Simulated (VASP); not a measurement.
Input of a VASP 6.6.1 run:

Contents of INCAR:

```
  PREC = Accurate
  ENCUT = 520
  EDIFF = 1E-7
  ISMEAR = 0
  SIGMA = 0.1
  LREAL = False
  LASPH = True
  NELM = 100
  ALGO = Normal
  ISIF = 2
  LWAVE = False
  LCHARG = False
  GGA = PE
  NBANDS = 16
```

Contents of KPOINTS:

```
Automatic mesh
0
Gamma
  6 4 4
```

File POSCAR:

```
Te
1.0
    3.3138039976      0.0000000000      0.0000000000
    0.0000000000      5.4793355196      0.0000000000
    0.0000000000      0.0000000000      6.2347957093
Te
3
Direct
    0.0000000000      0.0000000000      0.2605038825
    0.0000000000      0.0000000000      0.7394961175
    0.0000000000      0.5000000000      0.0000000000
```

Potentials or basis: VASP PAW PBE potentials, release 64 (Te).

Run with:

```console
$ cat potpaw_PBE.64/Te/POTCAR > POTCAR
$ mpirun -np 1 vasp_std > vasp.out
```

Problem. Predict the band gap on the k mesh.

Solution. Zero (band 9 reaches 6.43 eV, above the bottom of band 10 at 3.63 eV).

Problem. Estimate the pressure.

Solution. 0.1 GPa.

Stress tensor (GPa, compression positive):
```
 0.26  0.00  0.00
 0.00  0.27  0.00
 0.00  0.00 -0.22
```

Caveat: spin-orbit coupling is left out, which moves the levels of the heavy elements.
